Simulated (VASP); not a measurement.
Wanted: the native input for a VASP 6.6.1 run.

| Property | Result |
| --- | --- |
| Task | single point |
| Functional | PBEsol |
| Potentials or basis | VASP PAW PBE potentials, release 64 (Cu) |
| Cutoff | 520 eV |
| k mesh | 28 × 28 × 28 |
| Occupations | gaussian, width 0.15 eV |
| Spin | no spin polarisation |
| Dipole correction | no |
| Further INCAR settings | ALGO = Fast; EDIFF = 1e-06; NBANDS = 12 |

The structure of Cu lies in POSCAR:

```
Cu
1.0
    0.0000000000      1.7371438586      1.8262281590
    1.7371438586      0.0000000000      1.8262281590
    1.7371438586      1.7371438586      0.0000000000
Cu
1
Direct
    0.0000000000      0.0000000000      0.0000000000
```

This cell differs from its parent crystal: strain -0.025 along x and y, +0.025 along z.

These files were run (other wordings do the same):

INCAR

```
SYSTEM = Cu
  ALGO = Fast
  EDIFF = 1E-6
  ENCUT = 520
  GGA = PS
  ISIF = 2
  ISMEAR = 0
  LASPH = .TRUE.
  LCHARG = .FALSE.
  LREAL = .FALSE.
  LWAVE = .FALSE.
  NBANDS = 12
  NELM = 100
  PREC = Accurate
  SIGMA = 0.15
```

KPOINTS

```
k-points
0
G
  28 28 28
  0 0 0
```

Potentials or basis: VASP PAW PBE potentials, release 64 (Cu).

The run is started by

```console
$ cat potpaw_PBE.64/Cu/POTCAR > POTCAR
$ mpirun -np 1 vasp_std > vasp.out
```

It gave:

| Quantity | Value |
| --- | --- |
| Pressure | 5.6 GPa |

Caveat: the cell differs from its parent crystal (strain -0.025 along x and y, +0.025 along z); the PAW data sets were made with another functional, which shifts forces and pressure a little.

It took 120 s on 1 thread of Intel(R) Xeon(R) Platinum 8488C (Sapphire Rapids) (shared host), peak memory 0.32 GiB.
